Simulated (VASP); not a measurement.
Runs of VASP 6.6.1 on Sr3Mo. The structure is that of space group Pm-3m (No. 221), or close to it. The cells are those of the table. 

| task | cell | k mesh | cutoff (eV) | gap on the mesh (eV) | pressure (GPa) | relaxed volume (Å³/atom) |
| --- | --- | --- | --- | --- | --- | --- |
| relaxation of cell and atoms | relaxed from a = 4.791 Å, 4 atoms | 4 × 4 × 4 | 600 | none | -0.1 | 35.49 |
| single point | a = 5.196 Å, 4 atoms | 4 × 4 × 4 | 520 | none | (a) | - |
| relaxation of cell and atoms | relaxed from a = 5.196 Å, 4 atoms | 10 × 10 × 10 | 600 | none | 0.0 | 35.32 |
| single point | a = 5.199 Å, 4 atoms | 10 × 10 × 10 | 520 | none | 0.1 | - |

Alike in all rows: level PBE; potentials or basis VASP PAW PBE potentials, release 64 (Sr_sv, Mo_sv); no spin polarisation; smearing gaussian 0.1 eV.

Estimate the missing entries.

(a) 0.2.

Caveats: the volume moved by over 15 % at a fixed basis, so the end points are rough (some runs).

A k mesh can miss the band edges, and the runs leave out spin-orbit coupling on Mo, Sr.

A gap of «none» marks levels without a gap at the run's occupations.
